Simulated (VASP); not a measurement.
# V (Im-3m) in VASP: a series of runs

V is run at these levels: PBE; tasks: single point.

All numbers are computed with VASP 6.6.1; they aren't measurements. Logs are shortened: lines on timing, memory, paths and dates and some standing lists are left out, and cuts for length are marked.

### Step 1. The cell of the first run

It takes space group Im-3m (No. 229, cubic). Conventional cell: a = 2.998 Å, b = 2.998 Å, c = 2.998 Å, α = 90.00°, β = 90.00°, γ = 90.00°. V (site symmetry m-3m) has 14 V at 2.60 to 3.00 Å within 3.4 Å.

### Step 2. Single point, PBE

Input file INCAR:

```
PREC = Accurate ; ENCUT = 520
EDIFF = 1E-6 ; ISMEAR = 1
SIGMA = 0.01 ; LREAL = False
LASPH = True ; NELM = 100
ALGO = Normal ; ISIF = 2
LWAVE = False ; LCHARG = True
GGA = PE ; LELF = True
LVHAR = True ; NBANDS = 12
```

Input file KPOINTS:

```
regular mesh
0
Gamma
  15 15 15
```

Input file POSCAR:

```
V
1.0
   -1.4991761207      1.4991761207      1.4991761207
    1.4991761207     -1.4991761207      1.4991761207
    1.4991761207      1.4991761207     -1.4991761207
V
1
Direct
    0.0000000000      0.0000000000      0.0000000000
```

Potentials or basis: VASP PAW PBE potentials, release 64 (V_sv).

On the command line:

```console
$ cat potpaw_PBE.64/V_sv/POTCAR > POTCAR
$ mpirun -np 1 vasp_std > vasp.out
```

OUTCAR:

```text
PREC = Accurate
   ENCUT = 520
   EDIFF = 1E-6
   ISMEAR = 1
   LREAL = False
   LASPH = True
   NELM = 100
   ISIF = 2
   GGA = PE

 ion  position               nearest neighbor table
   1  0.000  0.000  0.000-

  LATTYP: Found a body centered cubic cell.
 ALAT       =     2.9983522414

  Lattice vectors:

 A1 = (  -1.4991761207,   1.4991761207,   1.4991761207)
 A2 = (   1.4991761207,  -1.4991761207,   1.4991761207)
 A3 = (   1.4991761207,   1.4991761207,  -1.4991761207)

Analysis of symmetry for initial positions (statically):
=====================================================================
 Subroutine PRICEL returns:
 Original cell was already a primitive cell.

 Routine SETGRP: Setting up the symmetry group for a
 body centered cubic supercell.

 Subroutine GETGRP returns: Found 48 space group operations
 (whereof 48 operations were pure point group operations)
 out of a pool of 48 trial point group operations.

The static configuration has the point symmetry O_h .

Analysis of symmetry for dynamics (positions and initial velocities):
=====================================================================
 Subroutine PRICEL returns:
 Original cell was already a primitive cell.

 Routine SETGRP: Setting up the symmetry group for a
 body centered cubic supercell.

 Subroutine GETGRP returns: Found 48 space group operations
 (whereof 48 operations were pure point group operations)
 out of a pool of 48 trial point group operations.

The dynamic configuration has the point symmetry O_h .

 Subroutine INISYM returns: Found 48 space group operations
 (whereof 48 operations are pure point group operations),
 and found     1 'primitive' translations

----------------------------------------------------------------------------------------

                                     Primitive cell

  volume of cell :      13.4778

  direct lattice vectors                    reciprocal lattice vectors
    -1.499176121  1.499176121  1.499176121     0.000000000  0.333516518  0.333516518
     1.499176121 -1.499176121  1.499176121     0.333516518  0.000000000  0.333516518
     1.499176121  1.499176121 -1.499176121     0.333516518  0.333516518  0.000000000

  length of vectors
     2.596649211  2.596649211  2.596649211     0.471663583  0.471663583  0.471663583

  position of ions in fractional coordinates (direct lattice)
     0.000000000  0.000000000  0.000000000

  ion indices of the primitive-cell ions
   primitive index   ion index
                 1           1

----------------------------------------------------------------------------------------

 KPOINTS: regular mesh

Automatic generation of k-mesh.
 Grid dimensions read from file:
 generate k-points for:   15   15   15

 Generating k-lattice:

  Cartesian coordinates                     Fractional coordinates (reciprocal lattice)
     0.000000000  0.022234435  0.022234435     0.066666667  0.000000000  0.000000000
     0.022234435  0.000000000  0.022234435     0.000000000  0.066666667  0.000000000
     0.022234435  0.022234435  0.000000000     0.000000000  0.000000000  0.066666667

  Length of vectors
     0.031444239  0.031444239  0.031444239

  Shift w.r.t. Gamma in fractional coordinates (k-lattice)
     0.000000000  0.000000000  0.000000000

 Subroutine IBZKPT returns following result:
 ===========================================

 Found    120 irreducible k-points:

 Following reciprocal coordinates:
            Coordinates               Weight
  0.000000  0.000000  0.000000      1.000000
  0.066667  0.000000  0.000000     12.000000
  0.133333  0.000000  0.000000     12.000000
  0.200000  0.000000  0.000000     12.000000
  0.266667  0.000000  0.000000     12.000000
  0.333333  0.000000  0.000000     12.000000
[... 16 lines left out ...]
  0.333333  0.200000  0.000000     48.000000
  0.400000  0.200000  0.000000     24.000000
 [... further k-points ...]
   k-points           NKPTS =    120   k-points in BZ     NKDIM =    120   number of bands    NBANDS=     12
   number of dos      NEDOS =    301   number of ions     NIONS =      1
   total plane-waves  NPLWV =   8000
   dimension x,y,z NGX =    20 NGY =   20 NGZ =   20
   dimension x,y,z NGXF=    40 NGYF=   40 NGZF=   40
   ions per type =               1
   NGX,Y,Z   is equivalent  to a cutoff of  12.80, 12.80, 12.80 a.u.
   NGXF,Y,Z  is equivalent  to a cutoff of  25.61, 25.61, 25.61 a.u.
 SYSTEM =  unknown system
   PREC   = accura    normal or accurate (medium, high low for compatibility)
   ISTART =      0    job   : 0-new  1-cont  2-samecut
   ICHARG =      2    charge: 1-file 2-atom 10-const
   ISPIN  =      1    spin polarized calculation?
   LNONCOLLINEAR =      F non collinear calculations
   LSORBIT =      F    spin-orbit coupling
   LASPH  =      T    aspherical Exc in radial PAW
   ENCUT  =  520.0 eV  38.22 Ry    6.18 a.u.   4.83  4.83  4.83*2*pi/ulx,y,z
   NELM   =    100;   NELMIN=  2; NELMDL= -5     # of ELM steps
   EDIFF  = 0.1E-05   stopping-criterion for ELM
   LREAL  =      F    real-space projection
   EDIFFG = 0.1E-04   stopping-criterion for IOM
   NSW    =      0    number of steps for IOM
   IBRION =     -1    ionic relax: 0-MD 1-quasi-New 2-CG
   NFREE  =      0    steps in history (QN), initial steepest desc. (CG)
   ISIF   =      2    stress and relaxation
   ISYM   =      2    0-nonsym 1-usesym 2-fastsym
   POTIM  = 0.5000    time-step for ionic-motion
   TEBEG  =    0.0;   TEEND  =   0.0 temperature during run
   PSTRESS=    0.0 pullay stress
   NELECT =      13.0000    total number of electrons
   NUPDOWN=      -1.0000    fix difference up-down
   EMIN   =  10.00;   EMAX   =-10.00  energy-range for DOS
   EFERMI =   0.00;   METHOD = LEGACY
   ISMEAR =     1;   SIGMA  =   0.01  broadening in eV -4-tet -1-fermi 0-gaus
   EFERMI_NEDOS =   21; number of points for ismear=-14 and -15
   IALGO  =     38    algorithm
   IMIX   =      4    mixing-type and parameters
     AMIX     =   0.40;   BMIX     =  1.00
     AMIX_MAG =   1.60;   BMIX_MAG =  1.00
  volume/ion in A,a.u.               =      13.48        90.95
  Fermi-wavevector in a.u.,A,eV,Ry     =   1.617521  3.056672 35.597938  2.616375
  Thomas-Fermi vector in A             =   2.711933
   LORBIT       =      0    0 simple, 1 ext, 2 COOP (PROOUT), +10 PAW based schemes
   GGA     = PE    functional components
   LHFCALC =     F    Hartree Fock is set to
   AEXX    =    0.0000 exact exchange contribution
   IVDW    =     0    specifies the selected vdW correction
   LEPSILON=     F    determine dielectric tensor
   LRPA    =     F    only Hartree local field effects (RPA)
 non-spin polarized calculation
 Methfessel and Paxton  Order N= 1 SIGMA  =   0.01
  energy-cutoff  :      520.00
  volume of cell :       13.48
 maximum number of plane-waves:       374
   NGX =  9   NGY =  9   NGZ =  9

 number of electron      12.9999990 magnetization

 Free energy of the ion-electron system (eV)
  ---------------------------------------------------
  ext. energy  EPLUGINS =         0.00000000
  ---------------------------------------------------
  free energy    TOTEN  =        -8.99494479 eV

  energy without entropy =       -8.99493765  energy(sigma->0) =       -8.99494241

 E-fermi :   9.6798     XC(G=0): -12.9011

 val. band max:        9.6665206306   @ k =  -0.2000   0.2667   0.0667
 cond. band min:       9.6827193642   @ k =   0.1333   0.0667   0.0000
 fundamental gap:      0.0161987336
 Fermi energy:         9.6798495847

 k-point     1 :       0.0000    0.0000    0.0000
  band No.  band energies     occupation
      1     -54.0196      2.00000
      2     -27.3214      2.00000
      3     -27.3214      2.00000
      4     -27.3214      2.00000
      5       3.1144      2.00000
      6      10.1124      0.00000
      7      10.1124      0.00000
      8      10.1124      0.00000
      9      12.1201      0.00000
     10      12.1201      0.00000
     11      30.1817      0.00000
     12      30.1817      0.00000

 k-point     2 :       0.0667    0.0000    0.0000
  band No.  band energies     occupation
      1     -54.0111      2.00000
      2     -27.3619      2.00000
      3     -27.3337      2.00000
      4     -27.3217      2.00000
      5       3.2938      2.00000
      6      10.0361      0.00000
      7      10.0957      0.00000
      8      10.2401      0.00000
      9      12.0328      0.00000
     10      12.1250      0.00000
     11      29.8612      0.00000
     12      30.1519      0.00000

 k-point     3 :       0.1333    0.0000    0.0000
  band No.  band energies     occupation
      1     -53.9873      2.00000
      2     -27.4755      2.00000
      3     -27.3686      2.00000
      4     -27.3224      2.00000
      5       3.8105      2.00000
      6       9.8261     -0.00000
      7      10.0125      0.00000
      8      10.6117      0.00000
      9      11.8556      0.00000
     10      12.1438      0.00000
     11      28.8925      0.00000
     12      29.8770      0.00000
[... 286 lines left out ...]
 k-point    23 :       0.3333    0.2000    0.0000
  band No.  band energies     occupation
      1     -53.8141      2.00000
      2     -28.0923      2.00000
      3     -27.7054      2.00000
      4     -27.4090      2.00000
      5       7.3937      2.00000
      6       8.6324      2.00000
      7       9.4885      2.00000
      8      12.0064      0.00000
      9      12.6480      0.00000
     10      15.5027      0.00000
     11      20.6030      0.00000
     12      23.2827      0.00000

 k-point    24 :       0.4000    0.2000    0.0000
  band No.  band energies     occupation
      1     -53.8071      2.00000
      2     -28.1069      2.00000
      3     -27.7298      2.00000
      4     -27.4107      2.00000
      5       7.3939      2.00000
      6       8.6321      2.00000
      7       9.6189      2.00000
      8      12.0665      0.00000
      9      12.6958      0.00000
     10      16.0830      0.00000
     11      19.7290      0.00000
     12      23.0792      0.00000

 [... further k-points ...]
[... 5 lines left out ...]
  --------------------------------------------------------------------------------------
  -------------------------------------------------------------------------------------
  Total       -0.0290688     -0.0290688     -0.0290688     -0.0000000      0.0000000     -0.0000000
  in kB       -3.4555751     -3.4555751     -3.4555751     -0.0000000      0.0000000     -0.0000000
  external PRESSURE =      -3.4555751 kB  Pullay stress =       0.0000000 kB

 VOLUME and BASIS-vectors are now :
 -----------------------------------------------------------------------------
  energy-cutoff  :      520.00
  volume of cell :       13.48
      direct lattice vectors                 reciprocal lattice vectors
    -1.499176121  1.499176121  1.499176121     0.000000000  0.333516518  0.333516518
     1.499176121 -1.499176121  1.499176121     0.333516518  0.000000000  0.333516518
     1.499176121  1.499176121 -1.499176121     0.333516518  0.333516518  0.000000000

 POSITION                                       TOTAL-FORCE (eV/Angst)
 -----------------------------------------------------------------------------------
      0.00000      0.00000      0.00000         0.000000     -0.000000      0.000000
 -----------------------------------------------------------------------------------
    total drift:                                0.000000     -0.000000      0.000000

  FREE ENERGIE OF THE ION-ELECTRON SYSTEM (eV)
  ---------------------------------------------------
  free  energy   TOTEN  =        -8.9949447874 eV

  energy  without entropy=       -8.9949376506  energy(sigma->0) =       -8.99494241
```

It took 27 s on 1 thread of Intel Xeon 8259CL, shared host; peak memory 0.14 GiB.

Results:

```
Free energy : -8.9949 eV
Pressure    : -0.3 GPa
```

### Step 3. Single point, PBE

Input file INCAR:

```
ALGO     = Normal         # electronic algorithm
EDIFF    = 1E-6           # SCF threshold, eV
ENCUT    = 520            # plane-wave cutoff, eV
GGA      = PE             # functional
ISIF     = 2              # what is computed and relaxed
ISMEAR   = 1              # smearing method
LASPH    = T              # aspherical terms in the spheres
LCHARG   = F              # write CHGCAR
LREAL    = F              # projectors in reciprocal space
LWAVE    = F              # write WAVECAR
NBANDS   = 12             # bands
NELM     = 60             # most SCF steps
PREC     = Accurate       # precision mode
SIGMA    = 0.03           # smearing width, eV
```

Input file KPOINTS:

```
k-points
0
Gamma
  15 15 15
```

POSCAR is that of step 2.

Potentials or basis: VASP PAW PBE potentials, release 64 (V_sv).

On the command line:

```console
$ cat potpaw_PBE.64/V_sv/POTCAR > POTCAR
$ mpirun -np 1 vasp_std > vasp.out
```

Run time: 26 s. Hardware: 1 thread of Intel Xeon 8259CL, shared host; peak memory 0.13 GiB.

The run converged. Its results:

```yaml
Free_energy: -8.9950 eV
Pressure: -0.4 GPa
```

Levels at points of the mesh, in eV from the Fermi level:
```csv
k point,band 2,band 3,band 4,band 5,band 6,band 7,band 8,band 9,band 10,band 11
"(0.00, 0.00, 0.00)",-37.00,-37.00,-37.00,-6.57,0.43,0.43,0.43,2.44,2.44,20.50
```

### Step 4. Single point, PBE

Input file INCAR:

```
SYSTEM = V
PREC = Accurate
ENCUT = 520
EDIFF = 1E-6
ISMEAR = 1
SIGMA = 0.1
LREAL = .FALSE.
LASPH = .TRUE.
NELM = 100
ALGO = Normal
ISIF = 2
LWAVE = .FALSE.
LCHARG = .FALSE.
GGA = PE
NBANDS = 12
```

Input file KPOINTS:

```
regular mesh
0
G
  15 15 15
  0 0 0
```

POSCAR is that of step 3.

On the command line:

```console
$ cat potpaw_PBE.64/V_sv/POTCAR > POTCAR
$ mpirun -np 1 vasp_std > vasp.out
```

Wall time 32 s (1 thread of Intel Xeon 8259CL, shared host); peak memory 0.13 GiB.

Results (log left out):

| Quantity | Value |
| --- | --- |
| Free energy | -8.9947 eV |
| Pressure | -0.4 GPa |

Levels at points of the mesh, in eV from the Fermi level:
```tsv
k point	band 2	band 3	band 4	band 5	band 6	band 7	band 8	band 9	band 10	band 11
(0.00, 0.00, 0.00)	-37.02	-37.02	-37.02	-6.58	0.42	0.42	0.42	2.42	2.42	20.48
```

### Step 5. Single point, PBE

Input file INCAR:

```
SYSTEM = V
PREC = Accurate ; ENCUT = 520
EDIFF = 1E-6 ; ISMEAR = 1
SIGMA = 0.6 ; LREAL = .FALSE.
LASPH = .TRUE. ; NELM = 80
ALGO = Normal ; ISIF = 2
LWAVE = .FALSE. ; LCHARG = .TRUE.
GGA = PE ; LELF = .TRUE.
LVHAR = .TRUE. ; NBANDS = 12
```

KPOINTS is that of step 4.

POSCAR is that of step 4.

Potentials or basis: VASP PAW PBE potentials, release 64 (V_sv).

On the command line:

```console
$ cat potpaw_PBE.64/V_sv/POTCAR > POTCAR
$ mpirun -np 1 vasp_std > vasp.out
```

OUTCAR:

```text
SYSTEM = V
   PREC = Accurate
   ENCUT = 520
   EDIFF = 1E-6
   ISMEAR = 1
   LREAL = .FALSE.
   LASPH = .TRUE.
   NELM = 80
   ISIF = 2
   GGA = PE

 ion  position               nearest neighbor table
   1  0.000  0.000  0.000-

  LATTYP: Found a body centered cubic cell.
 ALAT       =     2.9983522414

  Lattice vectors:

 A1 = (  -1.4991761207,   1.4991761207,   1.4991761207)
 A2 = (   1.4991761207,  -1.4991761207,   1.4991761207)
 A3 = (   1.4991761207,   1.4991761207,  -1.4991761207)

Analysis of symmetry for initial positions (statically):
=====================================================================
 Subroutine PRICEL returns:
 Original cell was already a primitive cell.

 Routine SETGRP: Setting up the symmetry group for a
 body centered cubic supercell.

 Subroutine GETGRP returns: Found 48 space group operations
 (whereof 48 operations were pure point group operations)
 out of a pool of 48 trial point group operations.

[... 159 lines left out ...]

 E-fermi :   9.7245     XC(G=0): -12.9003

 val. band max:        9.7041936863   @ k =  -0.2667   0.2667   0.1333
 cond. band min:       9.7428935216   @ k =   0.0667   0.0667   0.0667
 fundamental gap:      0.0386998352
 Fermi energy:         9.7244973817

 k-point     1 :       0.0000    0.0000    0.0000
  band No.  band energies     occupation
      1     -54.0114      2.00000
      2     -27.3134      2.00000
      3     -27.3134      2.00000
      4     -27.3134      2.00000
      5       3.1146      2.00000
      6      10.1178      0.11327
      7      10.1178      0.11327
      8      10.1178      0.11327
      9      12.1267     -0.00000
     10      12.1267     -0.00000
     11      30.1811      0.00000
     12      30.1811      0.00000
[... 331 lines left out ...]
 k-point    24 :       0.4000    0.2000    0.0000
  band No.  band energies     occupation
      1     -53.7988      2.00000
      2     -28.0992      2.00000
      3     -27.7219      2.00000
      4     -27.4028      2.00000
      5       7.3970      2.00000
      6       8.6363      2.02782
      7       9.6217      1.28522
      8      12.0729     -0.00000
      9      12.7025     -0.00000
     10      16.0878     -0.00000
     11      19.7333     -0.00000
     12      23.0812      0.00000

 [... further k-points ...]
[... 5 lines left out ...]
  --------------------------------------------------------------------------------------
  -------------------------------------------------------------------------------------
  Total       -0.0001057     -0.0001057     -0.0001057      0.0000000     -0.0000000      0.0000000
  in kB       -0.0125607     -0.0125607     -0.0125607      0.0000000     -0.0000000      0.0000000
  external PRESSURE =      -0.0125607 kB  Pullay stress =       0.0000000 kB

 VOLUME and BASIS-vectors are now :
 -----------------------------------------------------------------------------
  energy-cutoff  :      520.00
  volume of cell :       13.48
      direct lattice vectors                 reciprocal lattice vectors
    -1.499176121  1.499176121  1.499176121     0.000000000  0.333516518  0.333516518
     1.499176121 -1.499176121  1.499176121     0.333516518  0.000000000  0.333516518
     1.499176121  1.499176121 -1.499176121     0.333516518  0.333516518  0.000000000

 POSITION                                       TOTAL-FORCE (eV/Angst)
 -----------------------------------------------------------------------------------
      0.00000      0.00000      0.00000         0.000000     -0.000000     -0.000000
 -----------------------------------------------------------------------------------
    total drift:                                0.000000     -0.000000      0.000000

  FREE ENERGIE OF THE ION-ELECTRON SYSTEM (eV)
  ---------------------------------------------------
  free  energy   TOTEN  =        -9.0012371686 eV

  energy  without entropy=       -8.9770777150  energy(sigma->0) =       -8.99318402
```

It took 30 s on 1 thread of Intel Xeon 8259CL, shared host; peak memory 0.14 GiB.

Results:

| Item | Value |
| --- | --- |
| Free energy | -9.0012 eV |
| Pressure | 0.0 GPa |

Levels at points of the mesh, in eV from the Fermi level:
```tsv
k point	band 4	band 5	band 6	band 7	band 8	band 9
(0.00, 0.00, 0.00)	-37.04	-6.61	0.39	0.39	0.39	2.40
```

### Step 6. Summary

| smearing | gap on the mesh (eV) | pressure (GPa) |
| --- | --- | --- |
| methfessel-paxton 0.01 eV | none | -0.3 |
| methfessel-paxton 0.03 eV | none | -0.4 |
| methfessel-paxton 0.1 eV | none | -0.4 |
| methfessel-paxton 0.6 eV | none | 0.0 |

Alike in all rows: task single point; level PBE; potentials or basis VASP PAW PBE potentials, release 64 (V_sv); no spin polarisation; cell as given; k mesh 15 × 15 × 15; cutoff (eV) 520.

Every run on the cell as given and a fine mesh finds a metal.

Absolute energies hang on the potentials; compare differences alone.
